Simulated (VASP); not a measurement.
# Mg2Si (Fm-3m) in VASP: single point with r2SCAN

Aim: the single point of Mg2Si with r2SCAN.

Everything below comes from runs of VASP 6.6.1. Logs are shortened: lines on timing, memory, paths and dates and some standing lists are left out, and cuts for length are marked.

## Step 1: The cell of the first run

The structure is cubic, space group Fm-3m (No. 225). The conventional cell has a = 6.330 Å, b = 6.330 Å, c = 6.330 Å, α = 90.00°, β = 90.00°, γ = 90.00°. Mg (site symmetry -43m) has 4 Si at 2.74 Å and 6 Mg at 3.16 Å within 3.6 Å. Si (site symmetry m-3m) has 8 Mg at 2.74 Å within 3.6 Å.

## Step 2: Single point, r2SCAN

POSCAR reads:

```
Mg2Si
1.0
    0.0000000000      3.1649540000      3.1649540000
    3.1649540000      0.0000000000      3.1649540000
    3.1649540000      3.1649540000      0.0000000000
Mg Si
2 1
Direct
    0.2500000000      0.2500000000      0.2500000000
    0.7500000000      0.7500000000      0.7500000000
    0.0000000000      0.0000000000      0.0000000000
```

INCAR.step1 reads:

```
PREC     = Accurate       # precision mode
ENCUT    = 660            # plane-wave cutoff, eV
ISMEAR   = -1             # smearing method
SIGMA    = 0.1            # smearing width, eV
LREAL    = False          # projectors in reciprocal space
LASPH    = True           # aspherical terms in the spheres
NELM     = 120            # most SCF steps
NBANDS   = 11             # bands
GGA      = PE             # functional
ALGO     = Normal         # electronic algorithm
EDIFF    = 1E-5           # SCF threshold, eV
LWAVE    = True           # write WAVECAR
LCHARG   = False          # write CHGCAR
GGA_COMPAT= False
```

INCAR.step2 reads:

```
PREC     = Accurate       # precision mode
ENCUT    = 660            # plane-wave cutoff, eV
EDIFF    = 1E-6           # SCF threshold, eV
ISMEAR   = -1             # smearing method
SIGMA    = 0.1            # smearing width, eV
LREAL    = False          # projectors in reciprocal space
LASPH    = True           # aspherical terms in the spheres
NELM     = 120            # most SCF steps
ALGO     = Normal         # electronic algorithm
ISIF     = 2              # what is computed and relaxed
LWAVE    = False          # write WAVECAR
LCHARG   = False          # write CHGCAR
METAGGA  = R2SCAN         # meta-GGA
LMIXTAU  = True         
NBANDS   = 11             # bands
ISTART   = 1            
GGA_COMPAT= False
```

KPOINTS reads:

```
Automatic mesh
0
Gamma
  9 9 9
```

Potentials or basis: VASP PAW PBE potentials, release 64 (Mg, Si).

Launch:

```sh
> cat potpaw_PBE.64/Mg/POTCAR potpaw_PBE.64/Si/POTCAR > POTCAR
> cp INCAR.step1 INCAR
> mpirun -np 1 vasp_std > vasp.out
> cp INCAR.step2 INCAR
> mpirun -np 1 vasp_std > vasp.out
```

OUTCAR:

```text
PREC = Accurate
   ENCUT = 660
   EDIFF = 1E-6
   ISMEAR = -1
   LREAL = False
   LASPH = True
   NELM = 120
   ISIF = 2
   METAGGA = R2SCAN
   ISTART = 1

 ion  position               nearest neighbor table
   1  0.250  0.250  0.250-   3 2.74   3 2.74   3 2.74   3 2.74   2 3.16   2 3.16   2 3.16   2 3.16
                             2 3.16   2 3.16
   2  0.750  0.750  0.750-   3 2.74   3 2.74   3 2.74   3 2.74   1 3.16   1 3.16   1 3.16   1 3.16
                             1 3.16   1 3.16
   3  0.000  0.000  0.000-   2 2.74   2 2.74   2 2.74   1 2.74   2 2.74   1 2.74   1 2.74   1 2.74

  LATTYP: Found a face centered cubic cell.
 ALAT       =     6.3299080000

  Lattice vectors:

 A1 = (   0.0000000000,   3.1649540000,   3.1649540000)
 A2 = (   3.1649540000,   0.0000000000,   3.1649540000)
 A3 = (   3.1649540000,   3.1649540000,   0.0000000000)

Analysis of symmetry for initial positions (statically):
=====================================================================
 Subroutine PRICEL returns:
 Original cell was already a primitive cell.

 Routine SETGRP: Setting up the symmetry group for a
 face centered cubic supercell.

 Subroutine GETGRP returns: Found 48 space group operations
 (whereof 48 operations were pure point group operations)
 out of a pool of 48 trial point group operations.

The static configuration has the point symmetry O_h .

Analysis of symmetry for dynamics (positions and initial velocities):
=====================================================================
 Subroutine PRICEL returns:
 Original cell was already a primitive cell.

 Routine SETGRP: Setting up the symmetry group for a
 face centered cubic supercell.

 Subroutine GETGRP returns: Found 48 space group operations
 (whereof 48 operations were pure point group operations)
 out of a pool of 48 trial point group operations.

The dynamic configuration has the point symmetry O_h .

 Subroutine INISYM returns: Found 48 space group operations
 (whereof 48 operations are pure point group operations),
 and found     1 'primitive' translations

----------------------------------------------------------------------------------------

                                     Primitive cell

  volume of cell :      63.4063

  direct lattice vectors                    reciprocal lattice vectors
     0.000000000  3.164954000  3.164954000    -0.157980179  0.157980179  0.157980179
     3.164954000  0.000000000  3.164954000     0.157980179 -0.157980179  0.157980179
[... 90 lines left out ...]
   NSW    =      0    number of steps for IOM
   IBRION =     -1    ionic relax: 0-MD 1-quasi-New 2-CG
   NFREE  =      0    steps in history (QN), initial steepest desc. (CG)
   ISIF   =      2    stress and relaxation
   ISYM   =      2    0-nonsym 1-usesym 2-fastsym
   POTIM  = 0.5000    time-step for ionic-motion
   TEBEG  =    0.0;   TEEND  =   0.0 temperature during run
   PSTRESS=    0.0 pullay stress
   NELECT =       8.0000    total number of electrons
   NUPDOWN=      -1.0000    fix difference up-down
   EMIN   =  10.00;   EMAX   =-10.00  energy-range for DOS
   EFERMI =   0.00;   METHOD = LEGACY
   ISMEAR =    -1;   SIGMA  =   0.10  broadening in eV -4-tet -1-fermi 0-gaus
   EFERMI_NEDOS =   21; number of points for ismear=-14 and -15
   IALGO  =     38    algorithm
   IMIX   =      4    mixing-type and parameters
     AMIX     =   0.40;   BMIX     =  1.00
     AMIX_MAG =   1.60;   BMIX_MAG =  1.00
  volume/ion in A,a.u.               =      21.14       142.63
  Fermi-wavevector in a.u.,A,eV,Ry     =   0.821096  1.551647  9.173036  0.674199
  Thomas-Fermi vector in A             =   1.932195
   LORBIT       =      0    0 simple, 1 ext, 2 COOP (PROOUT), +10 PAW based schemes
   METAGGA = R2SCAN    functional components
   LHFCALC =     F    Hartree Fock is set to
   AEXX    =    0.0000 exact exchange contribution
   IVDW    =     0    specifies the selected vdW correction
   LEPSILON=     F    determine dielectric tensor
   LRPA    =     F    only Hartree local field effects (RPA)
 non-spin polarized calculation
  energy-cutoff  :      660.00
  volume of cell :       63.41
 maximum number of plane-waves:      2463
 NGX is ok and might be reduce to    40
   NGX = 19   NGY = 19   NGZ = 19

 number of electron       8.0000000 magnetization

 Free energy of the ion-electron system (eV)
  ---------------------------------------------------
  ext. energy  EPLUGINS =         0.00000000
  ---------------------------------------------------
  free energy    TOTEN  =       -17.68602368 eV

  energy without entropy =      -17.68386701  energy(sigma->0) =      -17.68494534

 E-fermi :   3.8567     XC(G=0):  -9.2225

 val. band max:        3.5806860132   @ k =   0.0000   0.0000   0.0000
 cond. band min:       4.1087938317   @ k =   0.4444   0.4444   0.0000
 fundamental gap:      0.5281078185
 Fermi energy:         3.8567258740

 k-point     1 :       0.0000    0.0000    0.0000
  band No.  band energies     occupation
      1      -5.9797      2.00000
      2       3.5807      1.88100
      3       3.5807      1.88100
      4       3.5807      1.88100
      5       6.1008      0.00000
      6       6.4295      0.00000
      7       6.4295      0.00000
      8       6.4295      0.00000
      9       9.5520      0.00000
     10       9.5520      0.00000
     11      11.2096      0.00000
[... 309 lines left out ...]
 k-point    24 :       0.4444    0.4444    0.0000
  band No.  band energies     occupation
      1      -4.0124      2.00000
      2      -0.8190      2.00000
      3       1.5708      2.00000
      4       1.5708      2.00000
      5       4.1088      0.14884
      6       4.3867      0.00993
      7      11.5894      0.00000
      8      11.5894      0.00000
      9      12.6254      0.00000
     10      13.0156      0.00000
     11      13.3465      0.00000

 [... further k-points ...]
[... 5 lines left out ...]
  --------------------------------------------------------------------------------------
  -------------------------------------------------------------------------------------
  Total       -0.0252077     -0.0252077     -0.0252077      0.0000000      0.0000000      0.0000000
  in kB       -0.6369588     -0.6369588     -0.6369588      0.0000000      0.0000000      0.0000000
  external PRESSURE =      -0.6369588 kB  Pullay stress =       0.0000000 kB

 VOLUME and BASIS-vectors are now :
 -----------------------------------------------------------------------------
  energy-cutoff  :      660.00
  volume of cell :       63.41
      direct lattice vectors                 reciprocal lattice vectors
     0.000000000  3.164954000  3.164954000    -0.157980179  0.157980179  0.157980179
     3.164954000  0.000000000  3.164954000     0.157980179 -0.157980179  0.157980179
     3.164954000  3.164954000  0.000000000     0.157980179  0.157980179 -0.157980179

 POSITION                                       TOTAL-FORCE (eV/Angst)
 -----------------------------------------------------------------------------------
      1.58248      1.58248      1.58248         0.000000     -0.000000      0.000000
      4.74743      4.74743      4.74743        -0.000000     -0.000000     -0.000000
      0.00000      0.00000      0.00000        -0.000000      0.000000      0.000000
 -----------------------------------------------------------------------------------
    total drift:                               -0.000000      0.000000      0.000000

  FREE ENERGIE OF THE ION-ELECTRON SYSTEM (eV)
  ---------------------------------------------------
  free  energy   TOTEN  =       -17.6860236788 eV

  energy  without entropy=      -17.6838670066  energy(sigma->0) =      -17.68494534
```

OSZICAR.step1:

```text
N       E                     dE             d eps       ncg     rms          rms(c)
DAV:   1     0.606647576102E+01    0.60665E+01   -0.31492E+03   770   0.644E+02
DAV:   2    -0.880305420684E+01   -0.14870E+02   -0.13602E+02   952   0.711E+01
DAV:   3    -0.946326623666E+01   -0.66021E+00   -0.65756E+00   986   0.119E+01
DAV:   4    -0.946853450077E+01   -0.52683E-02   -0.52676E-02   892   0.132E+00
DAV:   5    -0.946859319225E+01   -0.58691E-04   -0.58690E-04   972   0.145E-01    0.352E+00
DAV:   6    -0.898187564963E+01    0.48672E+00   -0.10004E+00   866   0.335E+00    0.193E+00
DAV:   7    -0.891623657929E+01    0.65639E-01   -0.35735E-01   914   0.216E+00    0.928E-01
DAV:   8    -0.891613446999E+01    0.10211E-03   -0.14946E-02   830   0.607E-01    0.255E-01
DAV:   9    -0.891589086368E+01    0.24361E-03   -0.83882E-04   893   0.123E-01    0.136E-01
DAV:  10    -0.891596145304E+01   -0.70589E-04   -0.23063E-04   866   0.659E-02    0.556E-02
DAV:  11    -0.891595259428E+01    0.88588E-05   -0.16343E-05   571   0.163E-02
   1 F= -.89159526E+01 E0= -.89130144E+01  d E =-.587636E-02
```

Run time: 2 min. Hardware: 1 thread of Intel Xeon 6975P-C, shared host; peak memory 0.27 GiB.

What came out:

* Free energy: -17.6860 eV
* Pressure: -0.1 GPa
* Band gap on the k mesh: 0.53 eV, indirect (least direct gap 2.50 eV)

Levels at points of the mesh, in eV from the valence-band top:
| k point | band 2 | band 3 | band 4 | band 5 | band 6 | band 7 |
| --- | --- | --- | --- | --- | --- | --- |
| (0.00, 0.00, 0.00) | 0.00 | 0.00 | 0.00 | 2.52 | 2.85 | 2.85 |

Caveat: the PAW data sets were made with another functional, which shifts forces and pressure a little. A k mesh can miss the band edges.
